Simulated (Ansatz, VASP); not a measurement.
## InAs: VASP beside Ansatz

File INCAR:

```
SYSTEM = InAs
PREC = Accurate ; ENCUT = 520
EDIFF = 1E-6 ; ISMEAR = 0
SIGMA = 0.15 ; LREAL = .FALSE.
LASPH = .TRUE. ; NELM = 100
ALGO = Normal ; ISIF = 2
LWAVE = .FALSE. ; LCHARG = .TRUE.
GGA = PS ; LELF = .TRUE.
LVHAR = .TRUE. ; NBANDS = 16
```

KPOINTS

```
Automatic mesh
0
G
  14 14 14
  0 0 0
```

Contents of POSCAR:

```
InAs
1.0
    0.0000000000      2.7861825569      3.0516785946
    3.0516785946      0.0000000000      3.0516785946
    3.0516785946      2.7861825569      0.0000000000
In As
1 1
Direct
    0.0000000000      0.0000000000      0.0000000000
    0.7500000000      0.7500000000      0.7500000000
```

Input for Ansatz:

```yaml
crystal:
  lattice:
    - [0.0, 2.7861825569, 3.0516785946]
    - [3.0516785946, 0.0, 3.0516785946]
    - [3.0516785946, 2.7861825569, 0.0]
  atoms:
    - { symbol: In, position: [0.0, 0.0, 0.0] }
    - { symbol: As, position: [0.75, 0.75, 0.75] }
basis:
  ecutwfc: 420
kpoints:
  mp_grid: { grid: [14, 14, 14] }
hamiltonian:
  xc: pbesol
  pseudopotentials: { kind: paw, azcp: { folder: soft_1 } }
scf:
  occupations: { method: gaussian, width: 0.15 }
output:
  forces: true
  stress: true
  eigenvalues: true
```

Alike in both runs: task single point; functional PBEsol; k mesh 14 × 14 × 14; occupations gaussian, width 0.15 eV; no spin polarisation.

|  | VASP | Ansatz |
| --- | --- | --- |
| version | VASP 6.6.1 | Ansatz 0.2.0 |
| potentials or method | VASP PAW PBE potentials, release 64 (In_d, As), cutoff 520 eV | scalar-relativistic, plane waves, PAW |
| valence electrons in the cell | 18 | 28 |

```tsv
	VASP	Ansatz	Ansatz less VASP
gap on the k mesh at the Fermi level (eV)	0.20	0.20	0.000
least direct gap on the mesh (eV)	0.26	0.26	+0.007
pressure (GPa)	5.5	5.4	-0.10
traceless stress, the component that is largest in VASP (GPa)	1.48	1.48	+0.007
```

VASP's potentials were made for PBE, not for PBEsol, and Ansatz warns of the same on its side. VASP's potentials hold 18 valence electrons a cell and Ansatz's 28, so a difference there can come from the potentials and not from the codes.
